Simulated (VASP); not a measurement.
Input of a VASP 6.6.1 run:

File INCAR:

```
ALGO     = Normal         # electronic algorithm
EDIFF    = 1E-6           # SCF threshold, eV
ENCUT    = 520            # plane-wave cutoff, eV
GGA      = PS             # functional
ISIF     = 2              # what is computed and relaxed
ISMEAR   = 0              # smearing method
LASPH    = True           # aspherical terms in the spheres
LCHARG   = True           # write CHGCAR
LELF     = True           # ELF
LREAL    = False          # projectors in reciprocal space
LVHAR    = True         
LWAVE    = False          # write WAVECAR
NBANDS   = 44             # bands
NELM     = 100            # most SCF steps
PREC     = Accurate       # precision mode
SIGMA    = 0.15           # smearing width, eV
```

File KPOINTS:

```
k-points
0
Gamma
  12 12 4
```

Contents of POSCAR:

```
Ge2Sb2Te5
1.0
    3.9916474308      0.0000000000      0.0000000000
   -1.9958237154      3.4568680781      0.0000000000
    0.0000000000      0.0000000000     17.9613891962
Ge Sb Te
2 2 5
Direct
    0.0000000000      0.0000000000      0.3381075982
    0.0000000000      0.0000000000      0.6618924018
    0.3333333333      0.6666666667      0.1166940723
    0.6666666667      0.3333333333      0.8833059277
    0.0000000000      0.0000000000      0.0000000000
    0.3333333333      0.6666666667      0.7810582678
    0.6666666667      0.3333333333      0.2189417322
    0.3333333333      0.6666666667      0.4206821615
    0.6666666667      0.3333333333      0.5793178385
```

Potentials or basis: VASP PAW PBE potentials, release 64 (Ge_d, Sb, Te).

Launch:

```bash
$ cat potpaw_PBE.64/Ge_d/POTCAR potpaw_PBE.64/Sb/POTCAR potpaw_PBE.64/Te/POTCAR > POTCAR
$ mpirun -np 1 vasp_std > vasp.out
```

Predict the band gap on the k mesh.

zero (bands 34 and 35 overlap by 0.95 eV).

Estimate the pressure.

3.2 GPa.

Forces in eV/Å, atoms in the order of the input:
```
Ge   0.000  0.000 -0.201
Ge   0.000  0.000  0.201
Sb   0.000  0.000 -0.255
Sb   0.000  0.000  0.255
Te   0.000  0.000  0.000
Te   0.000  0.000 -0.303
Te   0.000  0.000  0.303
Te   0.000  0.000  0.139
Te   0.000  0.000 -0.139
```

Caveat: the cell differs from its parent crystal (strain -0.050 along x and y, +0.050 along z); the cell stands under pressure; the PAW data sets were made with another functional, which shifts forces and pressure a little; spin-orbit coupling is left out, which moves the levels of the heavy elements.
